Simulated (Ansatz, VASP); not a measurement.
Nb in VASP and in Ansatz

File INCAR:

```
PREC = Accurate
ENCUT = 520
EDIFF = 1E-6
ISMEAR = -1
SIGMA = 0.08
LREAL = False
LASPH = True
NELM = 100
ALGO = Normal
ISIF = 2
LWAVE = False
LCHARG = True
GGA = PE
LELF = True
LVHAR = True
NBANDS = 12
```

File KPOINTS:

```
regular mesh
0
Gamma
  13 13 13
```

Contents of POSCAR:

```
Nb
1.0
    0.0000000000      2.0727000000      2.1150000000
    2.0727000000      0.0000000000      2.1150000000
    2.0727000000      2.0727000000      0.0000000000
Nb
1
Direct
    0.0000000000      0.0000000000      0.0000000000
```

Input for Ansatz:

```yaml
crystal:
  lattice:
    - [0.0, 2.0727, 2.115]
    - [2.0727, 0.0, 2.115]
    - [2.0727, 2.0727, 0.0]
  atoms:
    - { symbol: Nb, position: [0.0, 0.0, 0.0] }
kpoints:
  mp_grid: { grid: [13, 13, 13] }
  band_path:
    path:
      - [0.0, 0.0, 0.0]
      - [0.0, 0.5, 0.5]
      - [0.25, 0.75, 0.5]
      - [0.0, 0.5, 0.0]
      - [0.0, 0.0, 0.0]
      - [0.5, 0.5, 0.0]
      - [0.37005, 0.62995, 0.0]
      - [-0.37005, 0.37005, 0.0]
      - [0.0, 0.0, 0.0]
    npoints: 5
scf:
  occupations: { method: fermi_dirac, width: 0.08 }
hamiltonian:
  xc: pbe
  pseudopotentials: { kind: all_electron, lapw: { basis_error: 0.00025 } }
output:
  forces: true
  stress: true
  eigenvalues: true
```

Change from the starting cell: equal xx and yy strain of -2 %.

Alike in both runs: task single point; functional PBE; k mesh 13 × 13 × 13; occupations fermi-dirac, width 0.08 eV; no spin polarisation.

|  | VASP | Ansatz |
| --- | --- | --- |
| version | VASP 6.6.1 | Ansatz 0.2.0 |
| potentials or method | VASP PAW PBE potentials, release 64 (Nb_sv), cutoff 520 eV | all-electron LAPW, scalar-relativistic |

Ansatz gave:

| Item | Value |
| --- | --- |
| pressure (GPa) | 5.8 |
| traceless stress, the component that is largest in VASP (GPa) | 3.81 |

Problem. Which values does VASP return?

Solution. Pressure (GPa): 5.4; traceless stress, the component that is largest in VASP (GPa): 3.78.

Ansatz ran all-electron here, and VASP with PAW potentials.
